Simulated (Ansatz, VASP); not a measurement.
## Two plane-wave programs on Ni

```
Ni
1.0
     0.00000    1.75931    1.75931
     1.75931    0.00000    1.75931
     1.75931    1.75931    0.00000
Ni
1
Direct
  0.00000 0.00000 0.00000
```

Alike in both runs: functional PBE; k mesh 26 × 26 × 26; collinear spin.

Ansatz relaxed the structure, and its values are those at the end. VASP's run is a single point on that final structure, the one shown.

|  | VASP | Ansatz |
| --- | --- | --- |
| version | VASP 6.6.1 | Ansatz 0.2.0 |
| potentials or method | VASP PAW PBE potentials, release 64 (Ni) | plane-wave PAW, scalar-relativistic |
| plane-wave cutoff (eV) | 600 | 420 |
| occupations | methfessel-paxton of order 1, width 0.1 eV | cold, width 0.1 eV |
| valence electrons in the cell | 10 | 18 |

```tsv
	VASP	Ansatz	Ansatz less VASP
pressure (GPa)	-0.3	0.0	+0.28
net moment per atom (μB)	0.63	0.65	+0.016
size of the moment on the site where the two differ most (μB)	0.65	0.69	+0.044
```

Site moments also hang on the region over which each program counts them. VASP's potentials hold 10 valence electrons a cell and Ansatz's 18, so a difference there can come from the potentials and not from the codes.
